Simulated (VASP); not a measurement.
Wanted: the native input for a VASP 6.6.1 run.

```
Task                    : density of states
Functional              : PBE
Potentials or basis     : VASP PAW PBE potentials, release 64 (As, Ga_d)
Cutoff                  : 520 eV
k mesh                  : 5 × 5 × 5
Occupations             : fermi-dirac, width 0.05 eV
Spin                    : no spin polarisation
Dipole correction       : no
k mesh for the DOS      : 8 × 8 × 8
Occupations for the DOS : tetrahedron
Further INCAR settings  : ALGO = Normal; EDIFF = 1e-06
```

Crystal: GaAs.

```
CELL_PARAMETERS angstrom
0.00000 2.82685 2.82685
2.82685 0.00000 2.82685
2.82685 2.82685 0.00000
ATOMIC_POSITIONS crystal
As 0.75000 0.75000 0.75000
Ga 0.00000 0.00000 0.00000
```

One way to write it, as run:

POSCAR

```
GaAs
1.0
    0.0000000000      2.8268500000      2.8268500000
    2.8268500000      0.0000000000      2.8268500000
    2.8268500000      2.8268500000      0.0000000000
As Ga
1 1
Direct
    0.7500000000      0.7500000000      0.7500000000
    0.0000000000      0.0000000000      0.0000000000
```

INCAR.step1

```
PREC     = Accurate       # precision mode
ENCUT    = 520            # plane-wave cutoff, eV
EDIFF    = 1E-6           # SCF threshold, eV
ISMEAR   = -1             # smearing method
SIGMA    = 0.05           # smearing width, eV
LREAL    = False          # projectors in reciprocal space
LASPH    = True           # aspherical terms in the spheres
NELM     = 60             # most SCF steps
ALGO     = Normal         # electronic algorithm
ISIF     = 2              # what is computed and relaxed
LWAVE    = False          # write WAVECAR
LCHARG   = True           # write CHGCAR
GGA      = PE             # functional
NBANDS   = 16             # bands
```

KPOINTS.step1

```
regular mesh
0
Gamma
  5 5 5
```

INCAR.step2

```
PREC     = Accurate       # precision mode
ENCUT    = 520            # plane-wave cutoff, eV
EDIFF    = 1E-6           # SCF threshold, eV
ISMEAR   = -5             # smearing method
SIGMA    = 0.05           # smearing width, eV
LREAL    = False          # projectors in reciprocal space
LASPH    = True           # aspherical terms in the spheres
NELM     = 60             # most SCF steps
ALGO     = Normal         # electronic algorithm
ISIF     = 2              # what is computed and relaxed
LWAVE    = False          # write WAVECAR
LCHARG   = False          # write CHGCAR
GGA      = PE             # functional
LORBIT   = 11             # projections on sites
NEDOS    = 1001           # points of the DOS
ICHARG   = 11             # starting density
```

KPOINTS.step2

```
regular mesh
0
Gamma
  8 8 8
```

Potentials or basis: VASP PAW PBE potentials, release 64 (As, Ga_d).

Launch:

```sh
$ cat potpaw_PBE.64/As/POTCAR potpaw_PBE.64/Ga_d/POTCAR > POTCAR
$ cp INCAR.step1 INCAR
$ cp KPOINTS.step1 KPOINTS
$ mpirun -np 1 vasp_std > vasp.out
$ cp INCAR.step2 INCAR
$ cp KPOINTS.step2 KPOINTS
$ mpirun -np 1 vasp_std > vasp.out
```

It gave:

The valence electrons inside the program's atomic spheres are As 2.83; Ga 11.68.

Run time: 46 s on 1 thread of AMD EPYC 7R13, with other jobs on the host, peak memory 0.13 GiB.
